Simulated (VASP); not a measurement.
Runs of VASP 6.6.1 on Br. The structure is that of space group P6/mmm (No. 191), or close to it. The cells are those of the table. 

```csv
task,cell,k mesh,cutoff (eV),gap on the mesh (eV),pressure (GPa),relaxed volume (Å³/atom)
single point,"a = 4.911, b = 4.911, c = 4.758 Å, angles 90.0, 90.0, 120.0°, 2 atoms",12 × 12 × 12,520,none,0.0,-
relaxation of cell and atoms,"relaxed from a = 3.221, b = 3.221, c = 4.333 Å, angles 90.0, 90.0, 120.0°, 2 atoms",6 × 6 × 4,600,none,0.0,47.99
relaxation of cell and atoms,"relaxed from a = 4.910, b = 4.910, c = 4.497 Å, angles 90.0, 90.0, 120.0°, 2 atoms",12 × 12 × 12,600,none,0.0,48.75
single point,"a = 3.221, b = 3.221, c = 4.333 Å, angles 90.0, 90.0, 120.0°, 2 atoms",6 × 6 × 4,520,none,(a),-
single point,"a = 4.910, b = 4.910, c = 4.497 Å, angles 90.0, 90.0, 120.0°, 2 atoms",6 × 6 × 4,520,none,0.0,-
```

Alike in all rows: level PBE; potentials or basis VASP PAW PBE potentials, release 64 (Br); no spin polarisation; smearing gaussian 0.1 eV.

Estimate the missing entries.

(a) 194.4.

Caveats: some runs use coarse meshes; this functional lacks dispersion, which binds the layers, so the pressure and a relaxed spacing across them are unreliable; the volume moved by over 15 % at a fixed basis, so the end points are rough (some runs).

A k mesh can miss the band edges, and the runs leave out spin-orbit coupling on Br.

A gap of «none» marks levels without a gap at the run's occupations.
